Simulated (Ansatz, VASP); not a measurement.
## Two plane-wave programs on In5GaP6

```
In Ga P
1.0
     3.85208    0.00000    0.00000
    -1.92604    3.33600    0.00000
     0.00000    0.00000   19.19457
In Ga P
5 1 6
Direct
  0.66667 0.33333 0.65962
  0.33333 0.66667 0.34038
  0.66667 0.33333 0.17010
  0.00000 0.00000 0.00000
  0.33333 0.66667 0.82990
  0.00000 0.00000 0.50000
  0.33333 0.66667 0.57275
  0.66667 0.33333 0.42725
  0.00000 0.00000 0.25508
  0.33333 0.66667 0.08505
  0.66667 0.33333 0.91495
  0.00000 0.00000 0.74492
```

Alike in both runs: functional PBE; k mesh 6 × 6 × 1; occupations gaussian, width 0.1 eV; no spin polarisation.

Ansatz relaxed the structure, and its values are those at the end. VASP's run is a single point on that final structure, the one shown.

|  | VASP | Ansatz |
| --- | --- | --- |
| version | VASP 6.6.1 | Ansatz 0.2.0 |
| potentials or method | VASP PAW PBE potentials, release 64 (In_d, Ga_d, P), cutoff 520 eV | scalar-relativistic, plane waves, PAW |
| valence electrons in the cell | 108 | 108 |

```csv
,VASP,Ansatz,Ansatz less VASP
gap on the k mesh at the Fermi level (eV),none,none,-
pressure (GPa),0.1,0.0,-0.15
rms of the force components (eV/Å),0.008,0.007,-0.0012
```

A gap of «none» marks a metal or a gap that the smearing closes.
